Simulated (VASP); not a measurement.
# Y (Pm-3m) in VASP: further runs

Y is run at these levels: LDA; tasks: single point.

Everything below comes from runs of VASP 6.6.1. Logs are shortened: lines on timing, memory, paths and dates and some standing lists are left out, and cuts for length are marked.

## Step 1: The cell of the first run

Symmetry: Pm-3m, No. 221, cubic system. The conventional cell has a = 3.010 Å, b = 3.010 Å, c = 3.010 Å, α = 90.00°, β = 90.00°, γ = 90.00°. Y (site symmetry m-3m) has 6 Y at 3.01 Å within 4.0 Å.

## Step 2: Single point, LDA (volume scaled by 0.88)

Contents of INCAR:

```
SYSTEM = Y
  ALGO = Normal
  EDIFF = 1E-6
  ENCUT = 520
  GGA = CA
  ISIF = 2
  ISMEAR = -1
  LASPH = .TRUE.
  LCHARG = .TRUE.
  LELF = .TRUE.
  LREAL = .FALSE.
  LVHAR = .TRUE.
  LWAVE = .FALSE.
  NBANDS = 12
  NELM = 80
  PREC = Accurate
  SIGMA = 0.1
```

Contents of KPOINTS:

```
k-points
0
G
  11 11 11
  0 0 0
```

Contents of POSCAR:

```
Y
1.0
    3.0098487076      0.0000000000      0.0000000000
    0.0000000000      3.0098487076      0.0000000000
    0.0000000000      0.0000000000      3.0098487076
Y
1
Direct
    0.0000000000      0.0000000000      0.0000000000
```

Potentials or basis: VASP PAW LDA potentials, release 64 (Y_sv).

Launch:

```
$ cat potpaw_LDA.64/Y_sv/POTCAR > POTCAR
$ mpirun -np 1 vasp_std > vasp.out
```

OUTCAR:

```text
SYSTEM = Y
   EDIFF = 1E-6
   ENCUT = 520
   GGA = CA
   ISIF = 2
   ISMEAR = -1
   LASPH = .TRUE.
   LREAL = .FALSE.
   NELM = 80
   PREC = Accurate

 ion  position               nearest neighbor table
   1  0.000  0.000  0.000-

  LATTYP: Found a simple cubic cell.
 ALAT       =     3.0098487076

  Lattice vectors:

 A1 = (   3.0098487076,   0.0000000000,   0.0000000000)
 A2 = (   0.0000000000,   3.0098487076,   0.0000000000)
 A3 = (   0.0000000000,   0.0000000000,   3.0098487076)

Analysis of symmetry for initial positions (statically):
=====================================================================
 Subroutine PRICEL returns:
 Original cell was already a primitive cell.

 Routine SETGRP: Setting up the symmetry group for a
 simple cubic supercell.

 Subroutine GETGRP returns: Found 48 space group operations
 (whereof 48 operations were pure point group operations)
 out of a pool of 48 trial point group operations.

The static configuration has the point symmetry O_h .

Analysis of symmetry for dynamics (positions and initial velocities):
=====================================================================
 Subroutine PRICEL returns:
 Original cell was already a primitive cell.

 Routine SETGRP: Setting up the symmetry group for a
 simple cubic supercell.

 Subroutine GETGRP returns: Found 48 space group operations
 (whereof 48 operations were pure point group operations)
 out of a pool of 48 trial point group operations.

The dynamic configuration has the point symmetry O_h .

 Subroutine INISYM returns: Found 48 space group operations
 (whereof 48 operations are pure point group operations),
 and found     1 'primitive' translations

----------------------------------------------------------------------------------------

                                     Primitive cell

  volume of cell :      27.2668

  direct lattice vectors                    reciprocal lattice vectors
     3.009848708  0.000000000  0.000000000     0.332242613  0.000000000  0.000000000
     0.000000000  3.009848708  0.000000000     0.000000000  0.332242613  0.000000000
     0.000000000  0.000000000  3.009848708     0.000000000  0.000000000  0.332242613

  length of vectors
     3.009848708  3.009848708  3.009848708     0.332242613  0.332242613  0.332242613

  position of ions in fractional coordinates (direct lattice)
     0.000000000  0.000000000  0.000000000

  ion indices of the primitive-cell ions
   primitive index   ion index
                 1           1

----------------------------------------------------------------------------------------

 KPOINTS: k-points

Automatic generation of k-mesh.
 Grid dimensions read from file:
 generate k-points for:   11   11   11

 Generating k-lattice:

  Cartesian coordinates                     Fractional coordinates (reciprocal lattice)
     0.030203874  0.000000000  0.000000000     0.090909091  0.000000000  0.000000000
     0.000000000  0.030203874  0.000000000     0.000000000  0.090909091  0.000000000
     0.000000000  0.000000000  0.030203874     0.000000000  0.000000000  0.090909091

  Length of vectors
     0.030203874  0.030203874  0.030203874

  Shift w.r.t. Gamma in fractional coordinates (k-lattice)
     0.000000000  0.000000000  0.000000000

 Subroutine IBZKPT returns following result:
 ===========================================

 Found     56 irreducible k-points:

 Following reciprocal coordinates:
            Coordinates               Weight
  0.000000  0.000000  0.000000      1.000000
  0.090909  0.000000  0.000000      6.000000
  0.181818  0.000000  0.000000      6.000000
  0.272727  0.000000  0.000000      6.000000
  0.363636  0.000000  0.000000      6.000000
  0.454545  0.000000  0.000000      6.000000
[... 16 lines left out ...]
  0.181818  0.090909  0.090909     24.000000
  0.272727  0.090909  0.090909     24.000000
 [... further k-points ...]
   k-points           NKPTS =     56   k-points in BZ     NKDIM =     56   number of bands    NBANDS=     12
   number of dos      NEDOS =    301   number of ions     NIONS =      1
   total plane-waves  NPLWV =  13824
   dimension x,y,z NGX =    24 NGY =   24 NGZ =   24
   dimension x,y,z NGXF=    48 NGYF=   48 NGZF=   48
   ions per type =               1
   NGX,Y,Z   is equivalent  to a cutoff of  13.26, 13.26, 13.26 a.u.
   NGXF,Y,Z  is equivalent  to a cutoff of  26.51, 26.51, 26.51 a.u.
 SYSTEM =  Y
   PREC   = accura    normal or accurate (medium, high low for compatibility)
   ISTART =      0    job   : 0-new  1-cont  2-samecut
   ICHARG =      2    charge: 1-file 2-atom 10-const
   ISPIN  =      1    spin polarized calculation?
   LNONCOLLINEAR =      F non collinear calculations
   LSORBIT =      F    spin-orbit coupling
   LASPH  =      T    aspherical Exc in radial PAW
   ENCUT  =  520.0 eV  38.22 Ry    6.18 a.u.   5.60  5.60  5.60*2*pi/ulx,y,z
   NELM   =     80;   NELMIN=  2; NELMDL= -5     # of ELM steps
   EDIFF  = 0.1E-05   stopping-criterion for ELM
   LREAL  =      F    real-space projection
   EDIFFG = 0.1E-04   stopping-criterion for IOM
   NSW    =      0    number of steps for IOM
   IBRION =     -1    ionic relax: 0-MD 1-quasi-New 2-CG
   NFREE  =      0    steps in history (QN), initial steepest desc. (CG)
   ISIF   =      2    stress and relaxation
   ISYM   =      2    0-nonsym 1-usesym 2-fastsym
   POTIM  = 0.5000    time-step for ionic-motion
   TEBEG  =    0.0;   TEEND  =   0.0 temperature during run
   PSTRESS=    0.0 pullay stress
   NELECT =      11.0000    total number of electrons
   NUPDOWN=      -1.0000    fix difference up-down
   EMIN   =  10.00;   EMAX   =-10.00  energy-range for DOS
   EFERMI =   0.00;   METHOD = LEGACY
   ISMEAR =    -1;   SIGMA  =   0.10  broadening in eV -4-tet -1-fermi 0-gaus
   EFERMI_NEDOS =   21; number of points for ismear=-14 and -15
   IALGO  =     38    algorithm
   IMIX   =      4    mixing-type and parameters
     AMIX     =   0.40;   BMIX     =  1.00
     AMIX_MAG =   1.60;   BMIX_MAG =  1.00
  volume/ion in A,a.u.               =      27.27       184.01
  Fermi-wavevector in a.u.,A,eV,Ry     =   1.209654  2.285914 19.908889  1.463262
  Thomas-Fermi vector in A             =   2.345225
   LORBIT       =      0    0 simple, 1 ext, 2 COOP (PROOUT), +10 PAW based schemes
   GGA     = CA    functional components
   LHFCALC =     F    Hartree Fock is set to
   AEXX    =    0.0000 exact exchange contribution
   IVDW    =     0    specifies the selected vdW correction
   LEPSILON=     F    determine dielectric tensor
   LRPA    =     F    only Hartree local field effects (RPA)
 non-spin polarized calculation
  energy-cutoff  :      520.00
  volume of cell :       27.27
 maximum number of plane-waves:       744
 NGX is ok and might be reduce to    24
   NGX = 11   NGY = 11   NGZ = 11

 number of electron      11.0000001 magnetization

 Free energy of the ion-electron system (eV)
  ---------------------------------------------------
  ext. energy  EPLUGINS =         0.00000000
  ---------------------------------------------------
  free energy    TOTEN  =        -6.17295219 eV

  energy without entropy =       -6.10678322  energy(sigma->0) =       -6.13986771

 E-fermi :   3.8020     XC(G=0): -10.3321

 val. band max:        3.7863405671   @ k =   0.3636   0.2727   0.0909
 cond. band min:       3.8184074573   @ k =   0.4545   0.3636   0.0000
 fundamental gap:      0.0320668902
 Fermi energy:         3.8019567713

 k-point     1 :       0.0000    0.0000    0.0000
  band No.  band energies     occupation
      1     -38.5980      2.00000
      2     -18.0257      2.00000
      3     -18.0257      2.00000
      4     -18.0257      2.00000
      5      -0.9244      2.00000
      6       2.7912      1.99992
      7       2.7912      1.99992
      8      10.4420      0.00000
      9      10.4420      0.00000
     10      10.4420      0.00000
     11      15.8103      0.00000
     12      15.8103      0.00000

 k-point     2 :       0.0909    0.0000    0.0000
  band No.  band energies     occupation
      1     -38.5846      2.00000
      2     -18.1519      2.00000
      3     -18.0150      2.00000
      4     -18.0150      2.00000
      5      -0.7157      2.00000
      6       2.8538      1.99985
      7       3.0138      1.99925
      8       9.9938      0.00000
      9       9.9938      0.00000
     10      10.4701      0.00000
     11      14.9437      0.00000
     12      16.3288      0.00000

 k-point     3 :       0.1818    0.0000    0.0000
  band No.  band energies     occupation
      1     -38.5484      2.00000
      2     -18.4779      2.00000
      3     -17.9864      2.00000
      4     -17.9864      2.00000
      5      -0.1624      2.00000
      6       3.0287      1.99912
      7       3.6209      1.71875
      8       9.0616      0.00000
      9       9.0616      0.00000
     10      10.5467      0.00000
     11      13.4784      0.00000
     12      17.4406      0.00000

 k-point     4 :       0.2727    0.0000    0.0000
  band No.  band energies     occupation
      1     -38.5004      2.00000
      2     -18.8808      2.00000
      3     -17.9485      2.00000
      4     -17.9485      2.00000
      5       0.5874      2.00000
      6       3.2762      1.98964
      7       4.3379      0.00936
      8       8.1388      0.00000
      9       8.1388      0.00000
     10      10.6499      0.00000
     11      12.4896      0.00000
     12      16.6301      0.00000

 k-point     5 :       0.3636    0.0000    0.0000
  band No.  band energies     occupation
      1     -38.4557      2.00000
      2     -19.2307      2.00000
      3     -17.9133      2.00000
      4     -17.9133      2.00000
      5       1.3941      2.00000
      6       3.5260      1.88091
      7       4.6491      0.00042
      8       7.4481      0.00000
      9       7.4481      0.00000
     10      10.7479      0.00000
     11      12.5819      0.00000
     12      15.3922      0.00000

 k-point     6 :       0.4545    0.0000    0.0000
  band No.  band energies     occupation
      1     -38.4289      2.00000
      2     -19.4306      2.00000
      3     -17.8922      2.00000
      4     -17.8922      2.00000
      5       2.0375      2.00000
      6       3.6868      1.51946
      7       4.4649      0.00264
      8       7.0840      0.00000
      9       7.0840      0.00000
     10      10.8076      0.00000
     11      13.5461      0.00000
     12      14.7349      0.00000

 k-point     7 :       0.0909    0.0909    0.0000
  band No.  band energies     occupation
      1     -38.5712      2.00000
      2     -18.1492      2.00000
      3     -18.1318      2.00000
      4     -18.0045      2.00000
      5      -0.5082      2.00000
      6       2.9953      1.99937
      7       3.1566      1.99686
      8       9.5095      0.00000
      9       9.9071      0.00000
     10      10.1602      0.00000
     11      15.3987      0.00000
     12      15.4983      0.00000

 k-point     8 :       0.1818    0.0909    0.0000
  band No.  band energies     occupation
      1     -38.5351      2.00000
      2     -18.4654      2.00000
      3     -18.1093      2.00000
      4     -17.9759      2.00000
      5       0.0397      2.00000
      6       3.1985      1.99522
      7       3.7313      1.33925
      8       8.5442      0.00000
      9       9.0841      0.00000
     10      10.1633      0.00000
     11      13.9613      0.00000
     12      16.4466      0.00000
[... 166 lines left out ...]
 k-point    20 :       0.4545    0.3636    0.0000
  band No.  band energies     occupation
      1     -38.2927      2.00000
      2     -19.2456      2.00000
      3     -19.0211      2.00000
      4     -17.7871      2.00000
      5       1.6048      2.00000
      6       3.8184      0.91793
      7       7.5308      0.00000
      8       7.6871      0.00000
      9       8.1691      0.00000
     10       8.3357      0.00000
     11      12.8254      0.00000
     12      16.4295      0.00000

 k-point    21 :       0.4545    0.4545    0.0000
  band No.  band energies     occupation
      1     -38.2671      2.00000
      2     -19.2122      2.00000
      3     -19.2084      2.00000
      4     -17.7674      2.00000
      5       1.2495      2.00000
      6       4.0680      0.13064
      7       7.8037      0.00000
      8       7.8321      0.00000
      9       8.5539      0.00000
     10       8.5672      0.00000
     11      12.6224      0.00000
     12      16.6092      0.00000

 k-point    22 :       0.0909    0.0909    0.0909
  band No.  band energies     occupation
      1     -38.5579      2.00000
      2     -18.1463      2.00000
      3     -18.1207      2.00000
      4     -18.1207      2.00000
      5      -0.3017      2.00000
      6       3.2177      1.99422
      7       3.2177      1.99422
      8       9.3390      0.00000
      9       9.6715      0.00000
     10       9.6715      0.00000
     11      15.7412      0.00000
     12      16.0654      0.00000

 k-point    23 :       0.1818    0.0909    0.0909
  band No.  band energies     occupation
      1     -38.5219      2.00000
      2     -18.4529      2.00000
      3     -18.1058      2.00000
      4     -18.0907      2.00000
      5       0.2407      2.00000
      6       3.3899      1.96803
      7       3.8196      0.91210
      8       8.5043      0.00000
      9       8.6682      0.00000
     10       9.7190      0.00000
     11      14.4661      0.00000
     12      16.7308      0.00000

 k-point    24 :       0.2727    0.0909    0.0909
  band No.  band energies     occupation
      1     -38.4743      2.00000
      2     -18.8514      2.00000
      3     -18.0656      2.00000
      4     -18.0510      2.00000
      5       0.9683      2.00000
      6       3.6387      1.67313
      7       4.4471      0.00315
      8       7.6742      0.00000
      9       7.8498      0.00000
     10       9.8523      0.00000
     11      13.3222      0.00000
     12      17.2131      0.00000

 [... further k-points ...]
[... 5 lines left out ...]
  --------------------------------------------------------------------------------------
  -------------------------------------------------------------------------------------
  Total        0.8073114      0.8073114      0.8073114      0.0000000      0.0000000     -0.0000000
  in kB       47.4370501     47.4370501     47.4370501      0.0000000      0.0000000     -0.0000000
  external PRESSURE =      47.4370501 kB  Pullay stress =       0.0000000 kB

 VOLUME and BASIS-vectors are now :
 -----------------------------------------------------------------------------
  energy-cutoff  :      520.00
  volume of cell :       27.27
      direct lattice vectors                 reciprocal lattice vectors
     3.009848708  0.000000000  0.000000000     0.332242613  0.000000000  0.000000000
     0.000000000  3.009848708  0.000000000     0.000000000  0.332242613  0.000000000
     0.000000000  0.000000000  3.009848708     0.000000000  0.000000000  0.332242613

 POSITION                                       TOTAL-FORCE (eV/Angst)
 -----------------------------------------------------------------------------------
      0.00000      0.00000      0.00000         0.000000      0.000000      0.000000
 -----------------------------------------------------------------------------------
    total drift:                                0.000000      0.000000     -0.000000

  FREE ENERGIE OF THE ION-ELECTRON SYSTEM (eV)
  ---------------------------------------------------
  free  energy   TOTEN  =        -6.1729521946 eV

  energy  without entropy=       -6.1067832166  energy(sigma->0) =       -6.13986771
```

Wall time 15 s (1 thread of AMD EPYC 7R13, shared host); peak memory 0.12 GiB.

Results:

- Free energy: -6.1730 eV
- Pressure: 4.7 GPa

[end of part 1 of 2]
